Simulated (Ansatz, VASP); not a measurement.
## One calculation of ZnSe, two programs

The input INCAR:

```
SYSTEM = ZnSe
PREC = Accurate
ENCUT = 520
EDIFF = 1E-6
ISMEAR = -1
SIGMA = 0.05
LREAL = .FALSE.
LASPH = .TRUE.
NELM = 100
ALGO = Normal
ISIF = 2
LWAVE = .FALSE.
LCHARG = .FALSE.
GGA = PE
NBANDS = 26
```

File KPOINTS:

```
Automatic mesh
0
G
  7 7 5
  0 0 0
```

Contents of POSCAR:

```
ZnSe
1.0
    4.0238478179      0.0000000000      0.0000000000
    0.0000000000      4.0238478179      0.0000000000
    0.0000000000      0.0000000000      5.9464305350
Se Zn
2 2
Direct
    0.5000000000      0.0000000000      0.7537200000
    0.0000000000      0.5000000000      0.2462800000
    0.5000000000      0.5000000000      0.0000000000
    0.0000000000      0.0000000000      0.0000000000
```

The input input.yaml:

```yaml
crystal:
  lattice:
    - [4.0238478179, 0.0, 0.0]
    - [0.0, 4.0238478179, 0.0]
    - [0.0, 0.0, 5.946430535]
  atoms:
    - { symbol: Se, position: [0.5, 0.0, 0.75372] }
    - { symbol: Se, position: [0.0, 0.5, 0.24628] }
    - { symbol: Zn, position: [0.5, 0.5, 0.0] }
    - { symbol: Zn, position: [0.0, 0.0, 0.0] }
hamiltonian:
  xc: pbe
  pseudopotentials: { kind: paw }
kpoints:
  mp_grid: { grid: [7, 7, 5] }
scf:
  occupations: { method: fermi_dirac, width: 0.05 }
output:
  forces: true
  stress: true
  eigenvalues: true
  write_density: true
  write_potential: true
  elf: true
  volumetric_format: npy
```

Alike in both runs: task single point; functional PBE; k mesh 7 × 7 × 5; occupations fermi-dirac, width 0.05 eV; no spin polarisation.

|  | VASP | Ansatz |
| --- | --- | --- |
| version | VASP 6.6.1 | Ansatz 0.2.0 |
| potentials or method | VASP PAW PBE potentials, release 64 (Se, Zn) | Ansatz PAW |
| plane-wave cutoff (eV) | 520 | 420 |
| valence electrons in the cell | 36 | 56 |

|  | VASP | Ansatz | Ansatz less VASP |
| --- | --- | --- | --- |
| gap on the k mesh at the Fermi level (eV) | 2.03 | 2.04 | +0.009 |
| least direct gap on the mesh (eV) | 2.03 | 2.04 | +0.009 |
| pressure (GPa) | 3.6 | 3.4 | -0.25 |
| traceless stress, the component that is largest in VASP (GPa) | -0.22 | -0.22 | -0.001 |
| rms of the force components (eV/Å) | 0.246 | 0.226 | -0.0201 |

Atom by atom the forces differ by 0.020 eV/Å (rms over components). VASP's potentials hold 36 valence electrons a cell and Ansatz's 56, so a difference there can come from the potentials and not from the codes.

Noted on Ansatz's run: odd divisions of the mesh miss points on the zone boundary, where band edges often lie, so the gap on the mesh can be too wide.
